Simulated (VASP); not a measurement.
**AlFe: single point with PBE**

AlFe:

```
Fe Al
1.0
     6.19519    0.00000    0.00000
     0.00000    6.19519    0.00000
     0.00000    0.00000    3.09760
Fe Al
4 4
Direct
  0.00545 0.99659 0.02420
  0.99125 0.50678 0.02890
  0.50922 0.00459 0.02757
  0.49588 0.49557 0.01314
  0.25420 0.25294 0.52788
  0.25490 0.75325 0.51871
  0.74565 0.24635 0.52929
  0.74039 0.75043 0.52584
```

```yaml
Program: VASP 6.6.1
Task: single point
Functional: PBE
Potentials_or_basis: VASP PAW PBE potentials, release 64 (Fe, Al)
Cutoff: 520 eV
k_mesh: 1 × 1 × 1
Occupations: fermi-dirac, width 0.1 eV
Spin: collinear spin, antiferromagnetic start
Starting_moments: "[4.0, -4.0, -4.0, 4.0, 0.0, 0.0, 0.0, 0.0] μB"
Dipole_correction: no
Further_INCAR_settings: ALGO = Normal; EDIFF = 1e-06; NBANDS = 36
```

| Item | Value |
| --- | --- |
| Pressure | -15.5 GPa |
| Largest force | 0.414 eV/Å |
| Band gap on the k mesh | 0.15 eV |
| Net moment | 0.38 μB per cell |
| Site moments | Fe +2.61, -2.63, -2.02, +2.42; Al -0.00, +0.00 μB |
| Valence electrons inside the program's atomic spheres | Fe 7.01, 7.00, 7.11, 7.08; Al 0.75, 0.76 |

Forces on the atoms (eV/Å):
```
Fe  -0.181  0.086  0.037
Fe   0.280 -0.134 -0.055
Fe  -0.405 -0.068 -0.045
Fe   0.140  0.127  0.181
Al  -0.097 -0.093 -0.060
Al   0.024  0.008  0.027
Al   0.150  0.059 -0.048
Al   0.089  0.015 -0.037
```

Stress tensor (GPa, compression positive):
```
 15.95  -0.05  -0.01
 -0.05  16.34   0.02
 -0.01   0.02 -78.72
```

Levels at points of the mesh, in eV from the valence-band top:
Spin up:
```csv
k point,band 19,band 20,band 21,band 22,band 23,band 24,band 25,band 26
"(0.00, 0.00, 0.00)",-0.95,-0.80,-0.57,0.00,0.31,0.34,0.42,0.45
```
Spin down:
| k point | band 18 | band 19 | band 20 | band 21 | band 22 | band 23 | band 24 | band 25 |
| --- | --- | --- | --- | --- | --- | --- | --- | --- |
| (0.00, 0.00, 0.00) | -1.94 | -0.91 | -0.88 | -0.34 | 0.15 | 0.23 | 0.53 | 0.58 |

It took 64 s on 1 thread of Intel(R) Xeon(R) Platinum 8488C (Sapphire Rapids), on a shared host, peak memory 0.25 GiB.

Caveat: the k points lie up to 2.03 Å⁻¹ apart. A k mesh can miss the band edges.
